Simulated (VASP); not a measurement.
Wanted: the native input for a VASP 6.6.1 run.

```
Task                   : single point
Functional             : PBE
Potentials or basis    : VASP PAW PBE potentials, release 64 (Cd)
Cutoff                 : 520 eV
k mesh                 : 9 × 9 × 9
Occupations            : gaussian, width 0.1 eV
Spin                   : no spin polarisation
Dipole correction      : no
Further INCAR settings : ALGO = Normal; EDIFF = 1e-06; NBANDS = 12
```

The structure of Cd lies in POSCAR:

```
Cd
1.0
    1.5790080000      0.9044910000      2.3853110000
   -1.6599930000      0.8989190000      2.4405920000
   -0.0453180000     -1.8934790000      2.4470920000
Cd
1
Direct
   -0.0002900000     -0.0002450000      0.0117290000
```

One way to write it, as run:

INCAR

```
SYSTEM = Cd
PREC = Accurate ; ENCUT = 520
EDIFF = 1E-6 ; ISMEAR = 0
SIGMA = 0.1 ; LREAL = .FALSE.
LASPH = .TRUE. ; NELM = 60
ALGO = Normal ; ISIF = 2
LWAVE = .FALSE. ; LCHARG = .FALSE.
GGA = PE ; NBANDS = 12
```

KPOINTS

```
regular mesh
0
G
  9 9 9
  0 0 0
```

Potentials or basis: VASP PAW PBE potentials, release 64 (Cd).

The run is started by

```console
$ cat potpaw_PBE.64/Cd/POTCAR > POTCAR
$ mpirun -np 1 vasp_std > vasp.out
```

It gave:

The pressure is 2.6 GPa. The band gap on the k mesh is zero (bands 6 and 7 overlap by 2.27 eV).

Run time: 21 s on 1 thread of Intel(R) Xeon(R) 6975P-C (Granite Rapids), on a shared host, peak memory 0.21 GiB.
